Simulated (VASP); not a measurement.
# CsH (Fm-3m) in VASP: further runs, part 2 of 2

VASP 6.6.1. Earlier steps stand in the parts before.

### 4 Single point, r2SCAN

This run uses another cell than the first one, of 22.55 Å³/atom, 1.206 times its volume.

The input, POSCAR:

```
CsH
1.0
    2.8251488462      2.8251488462      0.0000000000
   -2.8251488462      2.8251488462      0.0000000000
    0.0000000000      2.8251488462      2.8251488462
Cs H
1 1
Direct
    0.0000000000      0.0000000000      0.0000000000
    0.5000000000      0.5000000000      0.0000000000
```

The input, INCAR.step1:

```
PREC = Accurate
ENCUT = 520
ISMEAR = 0
SIGMA = 0.01
LREAL = False
LASPH = True
NELM = 100
NBANDS = 12
GGA = PE
ALGO = Normal
EDIFF = 1E-4
LWAVE = True
LCHARG = False
```

The input, INCAR.step2:

```
PREC = Accurate
ENCUT = 520
EDIFF = 1E-7
ISMEAR = 0
SIGMA = 0.01
LREAL = False
LASPH = True
NELM = 100
ALGO = Normal
ISIF = 2
LWAVE = False
LCHARG = False
METAGGA = R2SCAN
LMIXTAU = True
NBANDS = 12
ISTART = 1
```

The input, KPOINTS:

```
Automatic mesh
0
Gamma
  6 6 6
```

Potentials or basis: VASP PAW PBE potentials, release 64 (Cs_sv, H).

Launch:

```sh
$ cat potpaw_PBE.64/Cs_sv/POTCAR potpaw_PBE.64/H/POTCAR > POTCAR
$ cp INCAR.step1 INCAR
$ mpirun -np 1 vasp_std > vasp.out
$ cp INCAR.step2 INCAR
$ mpirun -np 1 vasp_std > vasp.out
```

OUTCAR:

```text
PREC = Accurate
   ENCUT = 520
   EDIFF = 1E-7
   ISMEAR = 0
   LREAL = False
   LASPH = True
   NELM = 100
   ISIF = 2
   METAGGA = R2SCAN
   ISTART = 1

 ion  position               nearest neighbor table
   1  0.000  0.000  0.000-
   2  0.500  0.500  0.000-

  LATTYP: Found a face centered cubic cell.
 ALAT       =     5.6502976924

  Lattice vectors:

 A1 = (   0.0000000000,   2.8251488462,   2.8251488462)
 A2 = (   2.8251488462,   0.0000000000,   2.8251488462)
 A3 = (   2.8251488462,   2.8251488462,   0.0000000000)

Analysis of symmetry for initial positions (statically):
=====================================================================
 Subroutine PRICEL returns:
 Original cell was already a primitive cell.

 Routine SETGRP: Setting up the symmetry group for a
 face centered cubic supercell.

 Subroutine GETGRP returns: Found 48 space group operations
 (whereof 48 operations were pure point group operations)
 out of a pool of 48 trial point group operations.

The static configuration has the point symmetry O_h .

Analysis of symmetry for dynamics (positions and initial velocities):
=====================================================================
 Subroutine PRICEL returns:
 Original cell was already a primitive cell.

 Routine SETGRP: Setting up the symmetry group for a
 face centered cubic supercell.

 Subroutine GETGRP returns: Found 48 space group operations
 (whereof 48 operations were pure point group operations)
 out of a pool of 48 trial point group operations.

The dynamic configuration has the point symmetry O_h .

 Subroutine INISYM returns: Found 48 space group operations
 (whereof 48 operations are pure point group operations),
 and found     1 'primitive' translations

----------------------------------------------------------------------------------------

                                     Primitive cell

  volume of cell :      45.0977

  direct lattice vectors                    reciprocal lattice vectors
     2.825148846  2.825148846  0.000000000     0.176981825  0.176981825 -0.176981825
    -2.825148846  2.825148846  0.000000000    -0.176981825  0.176981825 -0.176981825
     0.000000000  2.825148846  2.825148846     0.000000000  0.000000000  0.353963651

  length of vectors
     3.995363814  3.995363814  3.995363814     0.306541514  0.306541514  0.353963651

  position of ions in fractional coordinates (direct lattice)
     0.000000000  0.000000000  0.000000000
     0.500000000  0.500000000  0.000000000

  ion indices of the primitive-cell ions
   primitive index   ion index
                 1           1
                 2           2

----------------------------------------------------------------------------------------

 KPOINTS: Automatic mesh

Automatic generation of k-mesh.
 Grid dimensions read from file:
 generate k-points for:    6    6    6

 Generating k-lattice:

  Cartesian coordinates                     Fractional coordinates (reciprocal lattice)
     0.029496971  0.029496971 -0.029496971     0.166666667  0.000000000  0.000000000
    -0.029496971  0.029496971 -0.029496971     0.000000000  0.166666667  0.000000000
     0.000000000  0.000000000  0.058993942     0.000000000  0.000000000  0.166666667

  Length of vectors
     0.051090252  0.051090252  0.058993942

  Shift w.r.t. Gamma in fractional coordinates (k-lattice)
     0.000000000  0.000000000  0.000000000

 Subroutine IBZKPT returns following result:
 ===========================================

 Found     16 irreducible k-points:

 Following reciprocal coordinates:
            Coordinates               Weight
  0.000000  0.000000  0.000000      1.000000
  0.166667  0.000000  0.000000      8.000000
  0.333333  0.000000  0.000000      8.000000
  0.500000  0.000000  0.000000      4.000000
  0.166667  0.166667  0.000000     12.000000
  0.333333  0.166667  0.000000     24.000000
[... 8 lines left out ...]
  0.500000  0.333333  0.166667     24.000000
  0.500000  0.500000  0.166667     12.000000
   k-points           NKPTS =     16   k-points in BZ     NKDIM =     16   number of bands    NBANDS=     12
   number of dos      NEDOS =    301   number of ions     NIONS =      2
   total plane-waves  NPLWV =  27000
   dimension x,y,z NGX =    30 NGY =   30 NGZ =   30
   dimension x,y,z NGXF=    60 NGYF=   60 NGZF=   60
   ions per type =               1   1
   NGX,Y,Z   is equivalent  to a cutoff of  12.48, 12.48, 12.48 a.u.
   NGXF,Y,Z  is equivalent  to a cutoff of  24.97, 24.97, 24.97 a.u.
 SYSTEM =  unknown system
   PREC   = accura    normal or accurate (medium, high low for compatibility)
   ISTART =      1    job   : 0-new  1-cont  2-samecut
   ICHARG =      0    charge: 1-file 2-atom 10-const
   ISPIN  =      1    spin polarized calculation?
   LNONCOLLINEAR =      F non collinear calculations
   LSORBIT =      F    spin-orbit coupling
   LASPH  =      T    aspherical Exc in radial PAW
   ENCUT  =  520.0 eV  38.22 Ry    6.18 a.u.   7.43  7.43  7.43*2*pi/ulx,y,z
   NELM   =    100;   NELMIN=  2; NELMDL=  0     # of ELM steps
   EDIFF  = 0.1E-06   stopping-criterion for ELM
   LREAL  =      F    real-space projection
   EDIFFG = 0.1E-05   stopping-criterion for IOM
   NSW    =      0    number of steps for IOM
   IBRION =     -1    ionic relax: 0-MD 1-quasi-New 2-CG
   NFREE  =      0    steps in history (QN), initial steepest desc. (CG)
   ISIF   =      2    stress and relaxation
   ISYM   =      2    0-nonsym 1-usesym 2-fastsym
   POTIM  = 0.5000    time-step for ionic-motion
   TEBEG  =    0.0;   TEEND  =   0.0 temperature during run
   PSTRESS=    0.0 pullay stress
   NELECT =      10.0000    total number of electrons
   NUPDOWN=      -1.0000    fix difference up-down
   EMIN   =  10.00;   EMAX   =-10.00  energy-range for DOS
   EFERMI =   0.00;   METHOD = LEGACY
   ISMEAR =     0;   SIGMA  =   0.01  broadening in eV -4-tet -1-fermi 0-gaus
   EFERMI_NEDOS =   21; number of points for ismear=-14 and -15
   IALGO  =     38    algorithm
   IMIX   =      4    mixing-type and parameters
     AMIX     =   0.40;   BMIX     =  1.00
     AMIX_MAG =   1.60;   BMIX_MAG =  1.00
  volume/ion in A,a.u.               =      22.55       152.17
  Fermi-wavevector in a.u.,A,eV,Ry     =   0.990886  1.872502 13.358937  0.981854
  Thomas-Fermi vector in A             =   2.122588
   LORBIT       =      0    0 simple, 1 ext, 2 COOP (PROOUT), +10 PAW based schemes
   METAGGA = R2SCAN    functional components
   LHFCALC =     F    Hartree Fock is set to
   AEXX    =    0.0000 exact exchange contribution
   IVDW    =     0    specifies the selected vdW correction
   LEPSILON=     F    determine dielectric tensor
   LRPA    =     F    only Hartree local field effects (RPA)
 non-spin polarized calculation
 Gauss-broadening in eV      SIGMA  =   0.01
  energy-cutoff  :      520.00
  volume of cell :       45.10
 maximum number of plane-waves:      1243
 NGX is ok and might be reduce to    30
   NGX = 15   NGY = 15   NGZ = 15

 number of electron      10.0000001 magnetization

 Free energy of the ion-electron system (eV)
  ---------------------------------------------------
  ext. energy  EPLUGINS =         0.00000000
  ---------------------------------------------------
  free energy    TOTEN  =       -28.64717214 eV

  energy without entropy =      -28.64717214  energy(sigma->0) =      -28.64717214

 E-fermi :   2.2147     XC(G=0):  -9.1283

 val. band max:        2.1251278536   @ k =   0.5000   0.0000   0.0000
 cond. band min:       4.1382497178   @ k =   0.5000   0.0000   0.0000
 fundamental gap:      2.0131218642
 Fermi energy:         2.2146793441

 k-point     1 :       0.0000    0.0000    0.0000
  band No.  band energies     occupation
      1     -20.5482      2.00000
      2      -5.9704      2.00000
      3      -5.9704      2.00000
      4      -5.9704      2.00000
      5      -0.3308      2.00000
      6       7.5320      0.00000
      7       7.5320      0.00000
      8       7.5320      0.00000
      9       9.8599      0.00000
     10      10.2253      0.00000
     11      10.2253      0.00000
     12      11.5757      0.00000
[... 211 lines left out ...]
 k-point    16 :       0.5000    0.5000    0.1667
  band No.  band energies     occupation
      1     -20.1194      2.00000
      2      -7.5377      2.00000
      3      -6.9869      2.00000
      4      -6.8198      2.00000
      5       0.2507      2.00000
      6       5.5715      0.00000
      7       8.0622      0.00000
      8       8.7395      0.00000
      9      12.6211      0.00000
     10      12.9603      0.00000
     11      13.2022      0.00000
     12      13.7564      0.00000

------------------------ aborting loop because EDIFF is reached ----------------------------------------

  FORCE on cell =-STRESS in cart. coord.  units (eV):
  Direction    XX          YY          ZZ          XY          YZ          ZX
  --------------------------------------------------------------------------------------
  -------------------------------------------------------------------------------------
  Total        2.0392795      2.0392795      2.0392795      0.0000000     -0.0000000     -0.0000000
  in kB       72.4491573     72.4491573     72.4491573      0.0000000     -0.0000000     -0.0000000
  external PRESSURE =      72.4491573 kB  Pullay stress =       0.0000000 kB

 VOLUME and BASIS-vectors are now :
 -----------------------------------------------------------------------------
  energy-cutoff  :      520.00
  volume of cell :       45.10
      direct lattice vectors                 reciprocal lattice vectors
     2.825148846  2.825148846  0.000000000     0.176981825  0.176981825 -0.176981825
    -2.825148846  2.825148846  0.000000000    -0.176981825  0.176981825 -0.176981825
     0.000000000  2.825148846  2.825148846     0.000000000  0.000000000  0.353963651

 POSITION                                       TOTAL-FORCE (eV/Angst)
 -----------------------------------------------------------------------------------
      0.00000      0.00000      0.00000         0.000000      0.000000      0.000000
      0.00000      2.82515      0.00000        -0.000000     -0.000000      0.000000
 -----------------------------------------------------------------------------------
    total drift:                               -0.000000     -0.000000      0.000000

  FREE ENERGIE OF THE ION-ELECTRON SYSTEM (eV)
  ---------------------------------------------------
  free  energy   TOTEN  =       -28.6471721428 eV

  energy  without entropy=      -28.6471721428  energy(sigma->0) =      -28.64717214
```

OUTCAR.step1:

```text
PREC = Accurate
   ENCUT = 520
   ISMEAR = 0
   LREAL = False
   LASPH = True
[... 451 lines left out ...]
      0.00000      0.00000      0.00000        -0.000000      0.000000      0.000000
      0.00000      2.82515      0.00000         0.000000     -0.000000      0.000000
 -----------------------------------------------------------------------------------
    total drift:                               -0.000000     -0.000000      0.000000

  FREE ENERGIE OF THE ION-ELECTRON SYSTEM (eV)
  ---------------------------------------------------
  free  energy   TOTEN  =        -4.1768411699 eV

  energy  without entropy=       -4.1768411699  energy(sigma->0) =       -4.17684117
```

OSZICAR.step1:

```text
N       E                     dE             d eps       ncg     rms          rms(c)
DAV:   1     0.421104856851E+02    0.42110E+02   -0.46605E+03   384   0.730E+02
DAV:   2    -0.225973988372E+01   -0.44370E+02   -0.42687E+02   468   0.117E+02
DAV:   3    -0.515535923374E+01   -0.28956E+01   -0.28909E+01   476   0.331E+01
DAV:   4    -0.517130712388E+01   -0.15948E-01   -0.15947E-01   444   0.280E+00
DAV:   5    -0.517135124763E+01   -0.44124E-04   -0.44124E-04   468   0.153E-01    0.420E+00
DAV:   6    -0.435184208976E+01    0.81951E+00   -0.54325E-01   420   0.390E+00    0.186E+00
DAV:   7    -0.416267543771E+01    0.18917E+00   -0.69210E-01   424   0.360E+00    0.643E-01
DAV:   8    -0.418259467965E+01   -0.19919E-01   -0.73045E-02   424   0.141E+00    0.327E-01
DAV:   9    -0.417672338800E+01    0.58713E-02   -0.13656E-02   436   0.619E-01    0.393E-02
DAV:  10    -0.417683951186E+01   -0.11612E-03   -0.16224E-03   428   0.192E-01    0.345E-02
DAV:  11    -0.417684116985E+01   -0.16580E-05   -0.22055E-04   420   0.733E-02
   1 F= -.41768412E+01 E0= -.41768412E+01  d E =-.418535E-53
```

It took 33 s on 1 thread of Intel Xeon Platinum 8488C (Sapphire Rapids), shared host; peak memory 0.16 GiB.

What came out:

| Quantity | Value |
| --- | --- |
| Free energy | -28.6472 eV |
| Pressure | 7.2 GPa |
| Band gap on the k mesh | 2.01 eV, direct |

Caveat: the PAW data sets were made with another functional, which shifts forces and pressure a little; spin-orbit coupling is left out, which moves the levels of the heavy elements.

### 5 Single point, r2SCAN

This run uses another cell than the first one, of 22.55 Å³/atom, 1.206 times its volume.

POSCAR is that of step 4.

The input, INCAR.step1:

```
SYSTEM = CsH
  PREC = Accurate
  ENCUT = 520
  ISMEAR = 0
  SIGMA = 0.01
  LREAL = .False.
  LASPH = .True.
  NELM = 80
  NBANDS = 12
  GGA = PE
  ALGO = Normal
  EDIFF = 1E-4
  LWAVE = .True.
  LCHARG = .False.
```

The input, INCAR.step2:

```
SYSTEM = CsH
  PREC = Accurate
  ENCUT = 520
  EDIFF = 1E-7
  ISMEAR = 0
  SIGMA = 0.01
  LREAL = .False.
  LASPH = .True.
  NELM = 80
  ALGO = Normal
  ISIF = 2
  LWAVE = .False.
  LCHARG = .False.
  METAGGA = R2SCAN
  LMIXTAU = .True.
  NBANDS = 12
  ISTART = 1
```

The input, KPOINTS:

```
Automatic mesh
0
Gamma
  6 6 6
  0 0 0
```

Launch:

```sh
$ cat potpaw_PBE.64/Cs_sv/POTCAR potpaw_PBE.64/H/POTCAR > POTCAR
$ cp INCAR.step1 INCAR
$ mpirun -np 1 vasp_std > vasp.out
$ cp INCAR.step2 INCAR
$ mpirun -np 1 vasp_std > vasp.out
```

Wall time 31 s (1 thread of Intel Xeon Platinum 8488C (Sapphire Rapids), shared host); peak memory 0.17 GiB.

It converged, with:

```yaml
Free_energy: -28.6472 eV
Pressure: 7.2 GPa
Band_gap_on_the_k_mesh: 2.01 eV, direct
```

Levels at points of the mesh, in eV from the valence-band top:
| k point | band 3 | band 4 | band 5 | band 6 | band 7 | band 8 |
| --- | --- | --- | --- | --- | --- | --- |
| (0.00, 0.00, 0.00) | -8.10 | -8.10 | -2.46 | 5.41 | 5.41 | 5.41 |
| (0.50, 0.00, 0.00) | -8.33 | -8.33 | 0.00 | 2.01 | 4.81 | 4.81 |
| (0.50, 0.50, 0.00) | -8.79 | -8.79 | -2.56 | 2.41 | 7.97 | 10.28 |

Caveat: the PAW data sets were made with another functional, which shifts forces and pressure a little; spin-orbit coupling is left out, which moves the levels of the heavy elements.

### 6 Overview

| cell | gap on the mesh (eV) | pressure (GPa) |
| --- | --- | --- |
| a = 3.754 Å, angles 60.0, 60.0, 90.0°, 2 atoms | 1.55 | 15.7 |
| a = 3.887 Å, angles 60.0, 60.0, 90.0°, 2 atoms | 1.81 | 10.4 |
| a = 3.995 Å, angles 60.0, 60.0, 90.0°, 2 atoms | 2.01 | 7.2 |

Alike in all rows: task single point; level r2SCAN; potentials or basis VASP PAW PBE potentials, release 64 (Cs_sv, H); no spin polarisation; k mesh 6 × 6 × 6; cutoff (eV) 520; smearing gaussian 0.01 eV.

Caveats: the PAW data sets were made with another functional, which shifts forces and pressure a little; spin-orbit coupling is left out, which moves the levels of the heavy elements.

Total energies depend on the potentials used, so only differences within one code and one set of settings carry meaning.
